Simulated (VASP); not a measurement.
Rh:

```xyz
1
Lattice="-1.5093 1.5093 1.5093 1.5093 -1.5093 1.5093 1.5093 1.5093 -1.5093" Properties=species:S:1:pos:R:3 pbc="T T T"
Rh    0.0000    0.0000    0.0000
```

This isn't the form of Rh at room conditions, which is fcc.

* Program: VASP 6.6.1
* Task: relaxation of cell and atoms
* Functional: PBE
* Potentials or basis: VASP PAW PBE potentials, release 64 (Rh_pv)
* Cutoff: 600 eV
* k mesh: 15 × 15 × 15
* Occupations: fermi-dirac, width 0.05 eV
* Spin: collinear spin, ferromagnetic start
* Starting moments: [1.0] μB

At the start: pressure 13.9 GPa; volume 13.75 Å³/atom.

How do energy, volume and symmetry change on relaxing?

Over 4 steps the energy falls by 30.7 meV/atom and the volume is 14.51 Å³/atom (+5.5 %); space group Im-3m (No. 229, to 0.1 Å) before and after; moment 0.42 μB per cell.

Step by step:
| step | energy change (eV) | largest force (eV/Å) | pressure (GPa) | volume (Å³) |
| --- | --- | --- | --- | --- |
| 1 | 0.0000 | 0.0000 | 13.90 | 13.75 |
| 2 | 0.0878 | 0.0000 | -18.61 | 16.27 |
| 3 | -0.0307 | 0.0000 | -0.30 | 14.52 |
| 4 | -0.0307 | 0.0000 | -0.02 | 14.51 |

Final structure:
```cif
data_structure
_symmetry_space_group_name_H-M 'P 1'
_symmetry_Int_Tables_number 1
_cell_length_a 2.6611
_cell_length_b 2.6611
_cell_length_c 2.6611
_cell_angle_alpha 109.471
_cell_angle_beta 109.471
_cell_angle_gamma 109.471
_cell_volume 14.51
loop_
_atom_site_label
_atom_site_type_symbol
_atom_site_fract_x
_atom_site_fract_y
_atom_site_fract_z
_atom_site_occupancy
Rh1 Rh 0.00000 0.00000 0.00000 1
```
